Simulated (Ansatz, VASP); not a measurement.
One calculation of PbF2, two programs

Contents of INCAR:

```
SYSTEM = PbF2
  PREC = Accurate
  ENCUT = 600
  EDIFF = 1E-7
  ISMEAR = -1
  SIGMA = 0.05
  LREAL = .FALSE.
  LASPH = .TRUE.
  NELM = 120
  ALGO = Normal
  ISIF = 3
  LWAVE = .FALSE.
  LCHARG = .FALSE.
  GGA = RP
  IBRION = 2
  NSW = 60
  EDIFFG = -0.01
  GGA_COMPAT = .FALSE.
  NELMIN = 4
```

The input KPOINTS:

```
regular mesh
0
G
  8 8 8
  0 0 0
```

POSCAR

```
PbF2
1.0
    0.0000000000      2.9636600000      2.9636600000
    2.9636600000      0.0000000000      2.9636600000
    2.9636600000      2.9636600000      0.0000000000
Pb F
1 2
Direct
    0.0000000000      0.0000000000      0.0000000000
    0.7500000000      0.7500000000      0.7500000000
    0.2500000000      0.2500000000      0.2500000000
```

input.yaml

```yaml
crystal:
  lattice:
    - [0.0, 2.96366, 2.96366]
    - [2.96366, 0.0, 2.96366]
    - [2.96366, 2.96366, 0.0]
  atoms:
    - { symbol: Pb, position: [0.0, 0.0, 0.0] }
    - { symbol: F, position: [0.75, 0.75, 0.75] }
    - { symbol: F, position: [0.25, 0.25, 0.25] }
hamiltonian:
  xc: rpbe
  pseudopotentials: { kind: paw }
kpoints:
  mp_grid: { grid: [8, 8, 8] }
scf:
  occupations: { method: fermi_dirac, width: 0.05 }
output:
  forces: true
  stress: true
  eigenvalues: true
  write_density: true
  write_potential: true
  elf: true
  volumetric_format: npy
relax:
  f_tol: 0.01
  max_steps: 40
  cell: { stress_tol: 0.05 }
```

Alike in both runs: task relaxation of cell and atoms; functional RPBE; k mesh 8 × 8 × 8; occupations fermi-dirac, width 0.05 eV; no spin polarisation.

```csv
,VASP,Ansatz
version,VASP 6.6.1,Ansatz 0.2.0
potentials or method,"VASP PAW PBE potentials, release 64 (Pb_d, F)",Ansatz PAW
plane-wave cutoff (eV),600,420
valence electrons in the cell,28,28
```

Ansatz gave:

- gap on the k mesh at the Fermi level, each at its own relaxed structure (eV): 4.53
- relaxed volume (Å³/atom): 18.90
- relaxed length of the cell vector where the two differ most in proportion (Å): 4.312

Task: Estimate VASP's values.

Result: gap on the k mesh at the Fermi level, each at its own relaxed structure (eV): 4.53; relaxed volume (Å³/atom): 18.83; relaxed length of the cell vector where the two differ most in proportion (Å): 4.307.

VASP's potentials were made for PBE, not for RPBE.

Spin-orbit coupling is off throughout. Noted on Ansatz's run: the plane-wave basis is chosen anew once the cell has moved, so the energies of steps on either side of that aren't comparable.
